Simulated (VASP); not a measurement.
# ScAl2 in VASP: notebook, part 2 of 3

VASP 6.6.1. The steps go on from the part before.

### Step 4. Single point, PBEsol (volume scaled by 1.06)

INCAR reads:

```
SYSTEM = ScAl2
ALGO = Fast
EDIFF = 1E-6
ENCUT = 520
GGA = PS
ISIF = 2
ISMEAR = 0
LASPH = .True.
LCHARG = .False.
LREAL = .False.
LWAVE = .False.
NBANDS = 26
NELM = 60
PREC = Accurate
SIGMA = 0.1
```

KPOINTS reads:

```
k-points
0
Gamma
  8 8 8
  0 0 0
```

POSCAR reads:

```
ScAl2
1.0
    0.0000000000      3.8372133647      3.8372133647
    3.8372133647      0.0000000000      3.8372133647
    3.8372133647      3.8372133647      0.0000000000
Sc Al
2 4
Direct
    0.5000000000      0.5000000000      0.5000000000
    0.7500000000      0.7500000000      0.7500000000
    0.1250000000      0.1250000000      0.1250000000
    0.6250000000      0.1250000000      0.1250000000
    0.1250000000      0.6250000000      0.1250000000
    0.1250000000      0.1250000000      0.6250000000
```

Potentials or basis: VASP PAW PBE potentials, release 64 (Sc_sv, Al).

Launch:

```
> cat potpaw_PBE.64/Sc_sv/POTCAR potpaw_PBE.64/Al/POTCAR > POTCAR
> mpirun -np 1 vasp_std > vasp.out
```

OUTCAR:

```text
SYSTEM = ScAl2
   EDIFF = 1E-6
   ENCUT = 520
   GGA = PS
   ISIF = 2
   ISMEAR = 0
   LASPH = .True.
   LREAL = .False.
   NELM = 60
   PREC = Accurate

 ion  position               nearest neighbor table
   1  0.500  0.500  0.500-   5 3.18   6 3.18   4 3.18   6 3.18   4 3.18   5 3.18   3 3.18   3 3.18
                             3 3.18   4 3.18   5 3.18   6 3.18   2 3.32   2 3.32   2 3.32   2 3.32
   2  0.750  0.750  0.750-   4 3.18   5 3.18   4 3.18   6 3.18   5 3.18   6 3.18   3 3.18   4 3.18
                             5 3.18   3 3.18   6 3.18   3 3.18   1 3.32   1 3.32   1 3.32   1 3.32
   3  0.125  0.125  0.125-   4 2.71   5 2.71   6 2.71   6 2.71   5 2.71   4 2.71   1 3.18   2 3.18
                             1 3.18   2 3.18   1 3.18   2 3.18
   4  0.625  0.125  0.125-   3 2.71   6 2.71   5 2.71   3 2.71   5 2.71   6 2.71   2 3.18   1 3.18
                             2 3.18   1 3.18   1 3.18   2 3.18
   5  0.125  0.625  0.125-   3 2.71   6 2.71   3 2.71   4 2.71   6 2.71   4 2.71   1 3.18   2 3.18
                             1 3.18   2 3.18   1 3.18   2 3.18
   6  0.125  0.125  0.625-   3 2.71   3 2.71   4 2.71   5 2.71   5 2.71   4 2.71   1 3.18   2 3.18
                             1 3.18   2 3.18   1 3.18   2 3.18

  LATTYP: Found a face centered cubic cell.
 ALAT       =     7.6744267294

  Lattice vectors:

 A1 = (   0.0000000000,   3.8372133647,   3.8372133647)
 A2 = (   3.8372133647,   0.0000000000,   3.8372133647)
 A3 = (   3.8372133647,   3.8372133647,   0.0000000000)

Analysis of symmetry for initial positions (statically):
=====================================================================
 Subroutine PRICEL returns:
 Original cell was already a primitive cell.

 Routine SETGRP: Setting up the symmetry group for a
 face centered cubic supercell.

 Subroutine GETGRP returns: Found 48 space group operations
 (whereof 24 operations were pure point group operations)
 out of a pool of 48 trial point group operations.

The static configuration has the point symmetry T_d .
 The point group associated with its full space group is O_h .

Analysis of symmetry for dynamics (positions and initial velocities):
=====================================================================
 Subroutine PRICEL returns:
 Original cell was already a primitive cell.

 Routine SETGRP: Setting up the symmetry group for a
 face centered cubic supercell.

 Subroutine GETGRP returns: Found 48 space group operations
 (whereof 24 operations were pure point group operations)
 out of a pool of 48 trial point group operations.

The dynamic configuration has the point symmetry T_d .
 The point group associated with its full space group is O_h .

 Subroutine INISYM returns: Found 48 space group operations
 (whereof 24 operations are pure point group operations),
 and found     1 'primitive' translations

----------------------------------------------------------------------------------------

                                     Primitive cell

  volume of cell :     112.9998

  direct lattice vectors                    reciprocal lattice vectors
     0.000000000  3.837213365  3.837213365    -0.130302892  0.130302892  0.130302892
     3.837213365  0.000000000  3.837213365     0.130302892 -0.130302892  0.130302892
     3.837213365  3.837213365  0.000000000     0.130302892  0.130302892 -0.130302892

  length of vectors
     5.426639182  5.426639182  5.426639182     0.225691230  0.225691230  0.225691230

  position of ions in fractional coordinates (direct lattice)
     0.500000000  0.500000000  0.500000000
     0.750000000  0.750000000  0.750000000
[... 44 lines left out ...]
  0.250000  0.000000  0.000000      8.000000
  0.375000  0.000000  0.000000      8.000000
  0.500000  0.000000  0.000000      4.000000
  0.125000  0.125000  0.000000      6.000000
[... 16 lines left out ...]
  0.500000  0.250000  0.125000     48.000000
 -0.375000  0.250000  0.125000     24.000000
 [... further k-points ...]
   k-points           NKPTS =     29   k-points in BZ     NKDIM =     29   number of bands    NBANDS=     26
   number of dos      NEDOS =    301   number of ions     NIONS =      6
   total plane-waves  NPLWV =  64000
   dimension x,y,z NGX =    40 NGY =   40 NGZ =   40
   dimension x,y,z NGXF=    80 NGYF=   80 NGZF=   80
   ions per type =               2   4
   NGX,Y,Z   is equivalent  to a cutoff of  12.25, 12.25, 12.25 a.u.
   NGXF,Y,Z  is equivalent  to a cutoff of  24.51, 24.51, 24.51 a.u.
 SYSTEM =  ScAl2
   PREC   = accura    normal or accurate (medium, high low for compatibility)
   ISTART =      0    job   : 0-new  1-cont  2-samecut
   ICHARG =      2    charge: 1-file 2-atom 10-const
   ISPIN  =      1    spin polarized calculation?
   LNONCOLLINEAR =      F non collinear calculations
   LSORBIT =      F    spin-orbit coupling
   LASPH  =      T    aspherical Exc in radial PAW
   ENCUT  =  520.0 eV  38.22 Ry    6.18 a.u.  10.09 10.09 10.09*2*pi/ulx,y,z
   NELM   =     60;   NELMIN=  2; NELMDL= -5     # of ELM steps
   EDIFF  = 0.1E-05   stopping-criterion for ELM
   LREAL  =      F    real-space projection
   EDIFFG = 0.1E-04   stopping-criterion for IOM
   NSW    =      0    number of steps for IOM
   IBRION =     -1    ionic relax: 0-MD 1-quasi-New 2-CG
   NFREE  =      0    steps in history (QN), initial steepest desc. (CG)
   ISIF   =      2    stress and relaxation
   ISYM   =      2    0-nonsym 1-usesym 2-fastsym
   POTIM  = 0.5000    time-step for ionic-motion
   TEBEG  =    0.0;   TEEND  =   0.0 temperature during run
   PSTRESS=    0.0 pullay stress
   NELECT =      34.0000    total number of electrons
   NUPDOWN=      -1.0000    fix difference up-down
   EMIN   =  10.00;   EMAX   =-10.00  energy-range for DOS
   EFERMI =   0.00;   METHOD = LEGACY
   ISMEAR =     0;   SIGMA  =   0.10  broadening in eV -4-tet -1-fermi 0-gaus
   EFERMI_NEDOS =   21; number of points for ismear=-14 and -15
   IALGO  =     68    algorithm
   IMIX   =      4    mixing-type and parameters
     AMIX     =   0.40;   BMIX     =  1.00
     AMIX_MAG =   1.60;   BMIX_MAG =  1.00
  volume/ion in A,a.u.               =      18.83       127.09
  Fermi-wavevector in a.u.,A,eV,Ry     =   1.097005  2.073038 16.373516  1.203420
  Thomas-Fermi vector in A             =   2.233357
   LORBIT       =      0    0 simple, 1 ext, 2 COOP (PROOUT), +10 PAW based schemes
   GGA     = PS    functional components
   LHFCALC =     F    Hartree Fock is set to
   AEXX    =    0.0000 exact exchange contribution
   IVDW    =     0    specifies the selected vdW correction
   LEPSILON=     F    determine dielectric tensor
   LRPA    =     F    only Hartree local field effects (RPA)
 non-spin polarized calculation
 RMM-DIIS sequential band-by-band and
 Gauss-broadening in eV      SIGMA  =   0.10
  energy-cutoff  :      520.00
  volume of cell :      113.00
 maximum number of plane-waves:      3071
   NGX = 21   NGY = 21   NGZ = 21

 number of electron      33.9999995 magnetization

 Free energy of the ion-electron system (eV)
  ---------------------------------------------------
  ext. energy  EPLUGINS =         0.00000000
  ---------------------------------------------------
  free energy    TOTEN  =       -32.41835866 eV

  energy without entropy =      -32.39172147  energy(sigma->0) =      -32.40504006

 E-fermi :   6.0566     XC(G=0): -10.2212

 val. band max:        6.0173007201   @ k =   0.5000   0.3750   0.1250
 cond. band min:       6.0602211072   @ k =   0.3750   0.1250   0.0000
 fundamental gap:      0.0429203871
 Fermi energy:         6.0566205567

 k-point     1 :       0.0000    0.0000    0.0000
  band No.  band energies     occupation
      1     -43.2188      2.00000
      2     -43.1861      2.00000
      3     -21.9759      2.00000
      4     -21.9759      2.00000
      5     -21.9759      2.00000
      6     -21.8828      2.00000
[... 685 lines left out ...]
     25       9.0198      0.00000
     26       9.7683      0.00000

 [... further k-points ...]
[... 5 lines left out ...]
  --------------------------------------------------------------------------------------
  -------------------------------------------------------------------------------------
  Total       -3.3291565     -3.3291565     -3.3291565      0.0000000      0.0000000      0.0000000
  in kB      -47.2027118    -47.2027118    -47.2027118      0.0000000      0.0000000      0.0000000
  external PRESSURE =     -47.2027118 kB  Pullay stress =       0.0000000 kB

 VOLUME and BASIS-vectors are now :
 -----------------------------------------------------------------------------
  energy-cutoff  :      520.00
  volume of cell :      113.00
      direct lattice vectors                 reciprocal lattice vectors
     0.000000000  3.837213365  3.837213365    -0.130302892  0.130302892  0.130302892
     3.837213365  0.000000000  3.837213365     0.130302892 -0.130302892  0.130302892
     3.837213365  3.837213365  0.000000000     0.130302892  0.130302892 -0.130302892

 POSITION                                       TOTAL-FORCE (eV/Angst)
 -----------------------------------------------------------------------------------
      3.83721      3.83721      3.83721         0.000000      0.000000      0.000000
      5.75582      5.75582      5.75582        -0.000000     -0.000000     -0.000000
      0.95930      0.95930      0.95930        -0.000000     -0.000000      0.000000
      0.95930      2.87791      2.87791        -0.000000     -0.000000      0.000000
      2.87791      0.95930      2.87791        -0.000000     -0.000000      0.000000
      2.87791      2.87791      0.95930        -0.000000     -0.000000      0.000000
 -----------------------------------------------------------------------------------
    total drift:                               -0.000000     -0.000000      0.000000

  FREE ENERGIE OF THE ION-ELECTRON SYSTEM (eV)
  ---------------------------------------------------
  free  energy   TOTEN  =       -32.4183586557 eV

  energy  without entropy=      -32.3917214684  energy(sigma->0) =      -32.40504006
```

OSZICAR:

```text
N       E                     dE             d eps       ncg     rms          rms(c)
DAV:   1     0.389770751949E+03    0.38977E+03   -0.14569E+04  1532   0.121E+03
DAV:   2    -0.276376933204E+01   -0.39253E+03   -0.38208E+03  1964   0.462E+02
DAV:   3    -0.347317154015E+02   -0.31968E+02   -0.30511E+02  2536   0.136E+02
DAV:   4    -0.359883676547E+02   -0.12567E+01   -0.12226E+01  2472   0.218E+01
DAV:   5    -0.360106810650E+02   -0.22313E-01   -0.22236E-01  2424   0.342E+00    0.992E+00
RMM:   6    -0.323525746129E+02    0.36581E+01   -0.12534E+01  1887   0.245E+01    0.275E+00
RMM:   7    -0.324859621119E+02   -0.13339E+00   -0.26371E+00  2132   0.801E+00    0.170E+00
RMM:   8    -0.324374844971E+02    0.48478E-01   -0.27085E-01  1927   0.456E+00    0.125E+00
RMM:   9    -0.324180923426E+02    0.19392E-01   -0.21125E-01  2048   0.365E+00    0.477E-01
RMM:  10    -0.324197260277E+02   -0.16337E-02   -0.58037E-02  2270   0.140E+00    0.273E-01
RMM:  11    -0.324182206137E+02    0.15054E-02   -0.98400E-03  2081   0.915E-01    0.107E-01
RMM:  12    -0.324184178848E+02   -0.19727E-03   -0.41047E-03  2359   0.352E-01    0.109E-01
RMM:  13    -0.324188117954E+02   -0.39391E-03   -0.16578E-03  2441   0.162E-01    0.182E-01
RMM:  14    -0.324183543304E+02    0.45746E-03   -0.69398E-04  2133   0.188E-01    0.412E-02
RMM:  15    -0.324183522974E+02    0.20330E-05   -0.33390E-04  2250   0.888E-02    0.229E-02
RMM:  16    -0.324183566301E+02   -0.43327E-05   -0.45602E-05  2166   0.379E-02    0.270E-02
RMM:  17    -0.324183578414E+02   -0.12114E-05   -0.12956E-05  1832   0.265E-02    0.273E-02
RMM:  18    -0.324183586557E+02   -0.81422E-06   -0.41702E-06  1656   0.150E-02
   1 F= -.32418359E+02 E0= -.32405040E+02  d E =-.266372E-01
```

stdout:

```text
POSCAR found type information on POSCAR ScAl
 POSCAR found :  2 types and       6 ions
 scaLAPACK will be used
 -----------------------------------------------------------------------------
|                                                                             |
|                                                                             |
|     You enforced a specific xc type in the INCAR file but a different       |
|     I HOPE YOU KNOW WHAT YOU ARE DOING!                                     |
|                                                                             |
 -----------------------------------------------------------------------------

 LDA part: xc-table for (Slater+PW92), standard interpolation
 POSCAR, INCAR and KPOINTS ok, starting setup
 FFT: planning ... GRIDC
 FFT: planning ... GRID_SOFT
 FFT: planning ... GRID
 WAVECAR not read
 entering main loop
```

Wall time 58 s (1 thread of Intel Xeon 6975P-C (Granite Rapids), shared host); peak memory 0.26 GiB.

Results:

```
Free energy            : -32.4184 eV
Pressure               : -4.7 GPa
Band gap on the k mesh : zero (band 17 reaches 6.71 eV, above the bottom of band 18 at 4.44 eV)
```

Levels at points of the mesh, in eV from the Fermi level:
```tsv
k point	band 15	band 16	band 17	band 18	band 19	band 20
(0.00, 0.00, 0.00)	-2.41	-2.41	-1.61	-1.61	0.27	1.99
(0.50, 0.00, 0.00)	-1.81	-0.35	-0.12	-0.12	1.60	1.60
(0.50, 0.50, 0.00)	0.27	0.27	0.65	0.65	0.81	0.81
```

Caveat: the PAW data sets were made with another functional, which shifts forces and pressure a little.

### Step 5. Single point, PBEsol

INCAR reads:

```
SYSTEM = ScAl2
  PREC = Accurate
  ENCUT = 520
  EDIFF = 1E-6
  ISMEAR = 0
  SIGMA = 0.1
  LREAL = .False.
  LASPH = .True.
  NELM = 100
  ALGO = Fast
  ISIF = 2
  LWAVE = .False.
  LCHARG = .False.
  GGA = PS
  NBANDS = 26
```

KPOINTS reads:

```
regular mesh
0
Gamma
  8 8 8
  0 0 0
```

Changes to POSCAR since step 4:

```diff
@@ -2,5 +2,5 @@
 1.0
-    0.0000000000      3.8372133647      3.8372133647
-    3.8372133647      0.0000000000      3.8372133647
-    3.8372133647      3.8372133647      0.0000000000
+    0.0000000000      3.7634024204      3.7634024204
+    3.7634024204      0.0000000000      3.7634024204
+    3.7634024204      3.7634024204      0.0000000000
 Sc Al
```

Launch:

```
> cat potpaw_PBE.64/Sc_sv/POTCAR potpaw_PBE.64/Al/POTCAR > POTCAR
> mpirun -np 1 vasp_std > vasp.out
```

Wall time 2.1 min (1 thread of Intel Xeon Platinum 8259CL at 2.50GHz (Skylake/Cascade Lake), shared host); peak memory 0.27 GiB.

The run converged. Its results:

| Quantity | Value |
| --- | --- |
| Free energy | -32.5129 eV |
| Pressure | -0.1 GPa |
| Band gap on the k mesh | zero (band 17 reaches 7.21 eV, above the bottom of band 18 at 4.82 eV) |

Levels at points of the mesh, in eV from the Fermi level:
```
           k point  band 13  band 14  band 15  band 16  band 17  band 18  band 19  band 20  band 21  band 22
(0.00, 0.00, 0.00)    -2.52    -2.41    -2.41    -2.41    -1.71    -1.71     0.36     2.16     2.16     2.16
(0.50, 0.00, 0.00)    -3.63    -1.86    -1.86    -0.35    -0.13    -0.13     1.69     1.69     1.96     2.64
(0.50, 0.50, 0.00)    -3.56    -3.56     0.27     0.27     0.68     0.68     0.83     0.83     1.06     1.06
```

Caveat: the PAW data sets were made with another functional, which shifts forces and pressure a little.

(Continued in part 3 of 3.)
